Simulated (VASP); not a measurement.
# TiN (Fm-3m) in VASP: single point with LDA

Aim: the single point of TiN with LDA.

Program: VASP 6.6.1. These are calculated values, not measurements. Logs are shortened: lines on timing, memory, paths and dates and some standing lists are left out, and cuts for length are marked.

### Step 1. The cell of the first run

Symmetry: Fm-3m, No. 225, cubic system. Conventional cell: a = 4.173 Å, b = 4.173 Å, c = 4.173 Å, α = 90.00°, β = 90.00°, γ = 90.00°. Within 2.8 Å of Ti (site symmetry m-3m) lie 6 N at 2.09 Å. Within 2.8 Å of N (site symmetry m-3m) lie 6 Ti at 2.09 Å.

### Step 2. Single point, LDA

File INCAR:

```
SYSTEM = TiN
ALGO     = Normal         ! electronic algorithm
EDIFF    = 1E-6           ! SCF threshold, eV
ENCUT    = 1330           ! plane-wave cutoff, eV
GGA      = CA             ! functional
GGA_COMPAT= .False.      
ISIF     = 2              ! what is computed and relaxed
ISMEAR   = 0              ! smearing method
LASPH    = .True.         ! aspherical terms in the spheres
LCHARG   = .True.         ! write CHGCAR
LELF     = .True.         ! ELF
LREAL    = .False.        ! projectors in reciprocal space
LVHAR    = .True.       
LWAVE    = .False.        ! write WAVECAR
NBANDS   = 16             ! bands
NELM     = 120            ! most SCF steps
PREC     = Accurate       ! precision mode
SIGMA    = 0.1            ! smearing width, eV
```

File KPOINTS:

```
k-points
0
Gamma
  8 8 8
  0 0 0
```

File POSCAR:

```
TiN
1.0
    0.0000000000      2.0862956349      2.0862956349
    2.0862956349      0.0000000000      2.0862956349
    2.0862956349      2.0862956349      0.0000000000
Ti N
1 1
Direct
    0.0000000000      0.0000000000      0.0000000000
    0.5000000000      0.5000000000      0.5000000000
```

Potentials or basis: VASP PAW LDA potentials, release 64 (Ti_sv, N_h).

Launch:

```sh
$ cat potpaw_LDA.64/Ti_sv/POTCAR potpaw_LDA.64/N_h/POTCAR > POTCAR
$ mpirun -np 1 vasp_std > vasp.out
```

OUTCAR:

```text
SYSTEM = TiN
   EDIFF = 1E-6
   ENCUT = 1330
   GGA = CA
   ISIF = 2
   ISMEAR = 0
   LASPH = .True.
   LREAL = .False.
   NELM = 120
   PREC = Accurate

 ion  position               nearest neighbor table
   1  0.000  0.000  0.000-   2 2.09   2 2.09   2 2.09   2 2.09   2 2.09   2 2.09
   2  0.500  0.500  0.500-   1 2.09   1 2.09   1 2.09   1 2.09   1 2.09   1 2.09

  LATTYP: Found a face centered cubic cell.
 ALAT       =     4.1725912698

  Lattice vectors:

 A1 = (   0.0000000000,   2.0862956349,   2.0862956349)
 A2 = (   2.0862956349,   0.0000000000,   2.0862956349)
 A3 = (   2.0862956349,   2.0862956349,   0.0000000000)

Analysis of symmetry for initial positions (statically):
=====================================================================
 Subroutine PRICEL returns:
 Original cell was already a primitive cell.

 Routine SETGRP: Setting up the symmetry group for a
 face centered cubic supercell.

 Subroutine GETGRP returns: Found 48 space group operations
 (whereof 48 operations were pure point group operations)
 out of a pool of 48 trial point group operations.

The static configuration has the point symmetry O_h .

Analysis of symmetry for dynamics (positions and initial velocities):
=====================================================================
 Subroutine PRICEL returns:
 Original cell was already a primitive cell.

 Routine SETGRP: Setting up the symmetry group for a
 face centered cubic supercell.

 Subroutine GETGRP returns: Found 48 space group operations
 (whereof 48 operations were pure point group operations)
 out of a pool of 48 trial point group operations.

The dynamic configuration has the point symmetry O_h .

 Subroutine INISYM returns: Found 48 space group operations
 (whereof 48 operations are pure point group operations),
 and found     1 'primitive' translations

----------------------------------------------------------------------------------------

                                     Primitive cell

  volume of cell :      18.1617

  direct lattice vectors                    reciprocal lattice vectors
     0.000000000  2.086295635  2.086295635    -0.239659227  0.239659227  0.239659227
     2.086295635  0.000000000  2.086295635     0.239659227 -0.239659227  0.239659227
     2.086295635  2.086295635  0.000000000     0.239659227  0.239659227 -0.239659227

  length of vectors
     2.950467582  2.950467582  2.950467582     0.415101958  0.415101958  0.415101958

  position of ions in fractional coordinates (direct lattice)
     0.000000000  0.000000000  0.000000000
     0.500000000  0.500000000  0.500000000

  ion indices of the primitive-cell ions
   primitive index   ion index
                 1           1
                 2           2

----------------------------------------------------------------------------------------

 KPOINTS: k-points

Automatic generation of k-mesh.
 Grid dimensions read from file:
 generate k-points for:    8    8    8

 Generating k-lattice:

  Cartesian coordinates                     Fractional coordinates (reciprocal lattice)
    -0.029957403  0.029957403  0.029957403     0.125000000  0.000000000  0.000000000
     0.029957403 -0.029957403  0.029957403     0.000000000  0.125000000  0.000000000
     0.029957403  0.029957403 -0.029957403     0.000000000  0.000000000  0.125000000

  Length of vectors
     0.051887745  0.051887745  0.051887745

  Shift w.r.t. Gamma in fractional coordinates (k-lattice)
     0.000000000  0.000000000  0.000000000

 Subroutine IBZKPT returns following result:
 ===========================================

 Found     29 irreducible k-points:

 Following reciprocal coordinates:
            Coordinates               Weight
  0.000000  0.000000  0.000000      1.000000
  0.125000  0.000000  0.000000      8.000000
  0.250000  0.000000  0.000000      8.000000
  0.375000  0.000000  0.000000      8.000000
  0.500000  0.000000  0.000000      4.000000
  0.125000  0.125000  0.000000      6.000000
[... 16 lines left out ...]
  0.500000  0.250000  0.125000     48.000000
 -0.375000  0.250000  0.125000     24.000000
 [... further k-points ...]
   k-points           NKPTS =     29   k-points in BZ     NKDIM =     29   number of bands    NBANDS=     16
   number of dos      NEDOS =    301   number of ions     NIONS =      2
   total plane-waves  NPLWV =  46656
   dimension x,y,z NGX =    36 NGY =   36 NGZ =   36
   dimension x,y,z NGXF=    72 NGYF=   72 NGZF=   72
   ions per type =               1   1
   NGX,Y,Z   is equivalent  to a cutoff of  20.28, 20.28, 20.28 a.u.
   NGXF,Y,Z  is equivalent  to a cutoff of  40.57, 40.57, 40.57 a.u.
 SYSTEM =  TiN
   PREC   = accura    normal or accurate (medium, high low for compatibility)
   ISTART =      0    job   : 0-new  1-cont  2-samecut
   ICHARG =      2    charge: 1-file 2-atom 10-const
   ISPIN  =      1    spin polarized calculation?
   LNONCOLLINEAR =      F non collinear calculations
   LSORBIT =      F    spin-orbit coupling
   LASPH  =      T    aspherical Exc in radial PAW
   ENCUT  = 1330.0 eV  97.75 Ry    9.89 a.u.   8.77  8.77  8.77*2*pi/ulx,y,z
   NELM   =    120;   NELMIN=  2; NELMDL= -5     # of ELM steps
   EDIFF  = 0.1E-05   stopping-criterion for ELM
   LREAL  =      F    real-space projection
   EDIFFG = 0.1E-04   stopping-criterion for IOM
   NSW    =      0    number of steps for IOM
   IBRION =     -1    ionic relax: 0-MD 1-quasi-New 2-CG
   NFREE  =      0    steps in history (QN), initial steepest desc. (CG)
   ISIF   =      2    stress and relaxation
   ISYM   =      2    0-nonsym 1-usesym 2-fastsym
   POTIM  = 0.5000    time-step for ionic-motion
   TEBEG  =    0.0;   TEEND  =   0.0 temperature during run
   PSTRESS=    0.0 pullay stress
   NELECT =      17.0000    total number of electrons
   NUPDOWN=      -1.0000    fix difference up-down
   EMIN   =  10.00;   EMAX   =-10.00  energy-range for DOS
   EFERMI =   0.00;   METHOD = LEGACY
   ISMEAR =     0;   SIGMA  =   0.10  broadening in eV -4-tet -1-fermi 0-gaus
   EFERMI_NEDOS =   21; number of points for ismear=-14 and -15
   IALGO  =     38    algorithm
   IMIX   =      4    mixing-type and parameters
     AMIX     =   0.40;   BMIX     =  1.00
     AMIX_MAG =   1.60;   BMIX_MAG =  1.00
  volume/ion in A,a.u.               =       9.08        61.28
  Fermi-wavevector in a.u.,A,eV,Ry     =   1.601420  3.026245 34.892774  2.564547
  Thomas-Fermi vector in A             =   2.698401
   LORBIT       =      0    0 simple, 1 ext, 2 COOP (PROOUT), +10 PAW based schemes
   GGA     = CA    functional components
   LHFCALC =     F    Hartree Fock is set to
   AEXX    =    0.0000 exact exchange contribution
   IVDW    =     0    specifies the selected vdW correction
   LEPSILON=     F    determine dielectric tensor
   LRPA    =     F    only Hartree local field effects (RPA)
 non-spin polarized calculation
 Gauss-broadening in eV      SIGMA  =   0.10
  energy-cutoff  :     1330.00
  volume of cell :       18.16
 maximum number of plane-waves:      2018
   NGX = 17   NGY = 17   NGZ = 17

 number of electron      17.0000000 magnetization

 Free energy of the ion-electron system (eV)
  ---------------------------------------------------
  ext. energy  EPLUGINS =         0.00000000
  ---------------------------------------------------
  free energy    TOTEN  =       -21.66593737 eV

  energy without entropy =      -21.65751189  energy(sigma->0) =      -21.66172463

 E-fermi :  12.2641     XC(G=0): -13.6618

 val. band max:       12.2572357132   @ k =   0.3750   0.1250   0.0000
 cond. band min:      12.2887863309   @ k =  -0.3750   0.3750   0.1250
 fundamental gap:      0.0315506176
 Fermi energy:        12.2641038746

 k-point     1 :       0.0000    0.0000    0.0000
  band No.  band energies     occupation
      1     -44.8173      2.00000
      2     -21.1335      2.00000
      3     -21.1335      2.00000
      4     -21.1335      2.00000
      5      -4.8870      2.00000
      6      10.1799      2.00000
[... 8 lines left out ...]
     15      25.5773      0.00000
     16      32.7224      0.00000

 k-point     2 :       0.1250    0.0000    0.0000
  band No.  band energies     occupation
      1     -44.7987      2.00000
      2     -21.2572      2.00000
      3     -21.1434      2.00000
      4     -21.1434      2.00000
      5      -4.5566      2.00000
      6       8.7499      2.00000
[... 8 lines left out ...]
     15      25.8097      0.00000
     16      32.2121      0.00000

 k-point     3 :       0.2500    0.0000    0.0000
  band No.  band energies     occupation
      1     -44.7536      2.00000
      2     -21.5462      2.00000
      3     -21.1671      2.00000
      4     -21.1671      2.00000
      5      -3.6932      2.00000
      6       6.5524      2.00000
[... 8 lines left out ...]
     15      25.6044      0.00000
     16      30.3630      0.00000

 k-point     4 :       0.3750    0.0000    0.0000
  band No.  band energies     occupation
      1     -44.7080      2.00000
      2     -21.8230      2.00000
      3     -21.1905      2.00000
      4     -21.1905      2.00000
      5      -2.6626      2.00000
      6       4.6814      2.00000
[... 8 lines left out ...]
     15      26.0172      0.00000
     16      28.1643      0.00000

 k-point     5 :       0.5000    0.0000    0.0000
  band No.  band energies     occupation
      1     -44.6889      2.00000
      2     -21.9345      2.00000
      3     -21.2002      2.00000
      4     -21.2002      2.00000
      5      -2.1366      2.00000
      6       3.8782      2.00000
[... 8 lines left out ...]
     15      26.6352      0.00000
     16      27.1862      0.00000

 k-point     6 :       0.1250    0.1250    0.0000
  band No.  band energies     occupation
      1     -44.7926      2.00000
      2     -21.2485      2.00000
      3     -21.1707      2.00000
      4     -21.1707      2.00000
      5      -4.4716      2.00000
      6       7.9283      2.00000
[... 8 lines left out ...]
     15      26.0165      0.00000
     16      31.5935      0.00000
[... 267 lines left out ...]
 k-point    21 :       0.5000    0.5000    0.0000
  band No.  band energies     occupation
      1     -44.6476      2.00000
      2     -21.7962      2.00000
      3     -21.3869      2.00000
      4     -21.3869      2.00000
      5      -3.4488      2.00000
      6       6.3713      2.00000
[... 8 lines left out ...]
     15      24.4298      0.00000
     16      27.3319      0.00000

 k-point    22 :       0.3750    0.2500    0.1250
  band No.  band energies     occupation
      1     -44.7200      2.00000
      2     -21.5975      2.00000
      3     -21.3096      2.00000
      4     -21.2073      2.00000
      5      -3.3317      2.00000
      6       5.7033      2.00000
[... 8 lines left out ...]
     15      25.6859      0.00000
     16      27.9713      0.00000

 k-point    23 :       0.5000    0.2500    0.1250
  band No.  band energies     occupation
      1     -44.6834      2.00000
      2     -21.7415      2.00000
      3     -21.3813      2.00000
      4     -21.2445      2.00000
      5      -2.7736      2.00000
      6       5.1296      2.00000
[... 8 lines left out ...]
     15      25.3317      0.00000
     16      26.8428      0.00000

 k-point    24 :      -0.3750    0.2500    0.1250
  band No.  band energies     occupation
      1     -44.6681      2.00000
      2     -21.8038      2.00000
      3     -21.3995      2.00000
      4     -21.2677      2.00000
      5      -2.5309      2.00000
      6       4.8932      2.00000
[... 8 lines left out ...]
     15      25.5583      0.00000
     16      26.5799      0.00000

 [... further k-points ...]

------------------------ aborting loop because EDIFF is reached ----------------------------------------

  FORCE on cell =-STRESS in cart. coord.  units (eV):
  Direction    XX          YY          ZZ          XY          YZ          ZX
  --------------------------------------------------------------------------------------
  -------------------------------------------------------------------------------------
  Total        0.1092269      0.1092269      0.1092269     -0.0000000     -0.0000000      0.0000000
  in kB        9.6356833      9.6356833      9.6356833     -0.0000000     -0.0000000      0.0000000
  external PRESSURE =       9.6356833 kB  Pullay stress =       0.0000000 kB

 VOLUME and BASIS-vectors are now :
 -----------------------------------------------------------------------------
  energy-cutoff  :     1330.00
  volume of cell :       18.16
      direct lattice vectors                 reciprocal lattice vectors
     0.000000000  2.086295635  2.086295635    -0.239659227  0.239659227  0.239659227
     2.086295635  0.000000000  2.086295635     0.239659227 -0.239659227  0.239659227
     2.086295635  2.086295635  0.000000000     0.239659227  0.239659227 -0.239659227

 POSITION                                       TOTAL-FORCE (eV/Angst)
 -----------------------------------------------------------------------------------
      0.00000      0.00000      0.00000        -0.000000      0.000000     -0.000000
      2.08630      2.08630      2.08630         0.000000     -0.000000      0.000000
 -----------------------------------------------------------------------------------
    total drift:                                0.000000      0.000000      0.000000

  FREE ENERGIE OF THE ION-ELECTRON SYSTEM (eV)
  ---------------------------------------------------
  free  energy   TOTEN  =       -21.6659373725 eV

  energy  without entropy=      -21.6575118921  energy(sigma->0) =      -21.66172463
```

Wall time 37 s (1 thread of Intel Xeon Platinum 8259CL at 2.50GHz (Skylake/Cascade Lake), shared host); peak memory 0.19 GiB.

Results:

```yaml
Free_energy: -21.6659 eV
Pressure: 1.0 GPa
Band_gap_on_the_k_mesh: zero (an odd number of electrons rules out a gap without spin polarisation)
```

Levels at points of the mesh, in eV from the Fermi level:
```tsv
k point	band 7	band 8	band 9	band 10	band 11	band 12
(0.00, 0.00, 0.00)	-2.08	-2.08	-0.70	-0.70	-0.70	0.59
(0.50, 0.00, 0.00)	-5.76	-5.76	1.81	1.81	2.55	6.14
(0.50, 0.50, 0.00)	-3.33	-3.27	-3.27	1.75	2.58	2.58
```

The gap in the log of VASP goes by the Fermi energy; the results here count the filled bands.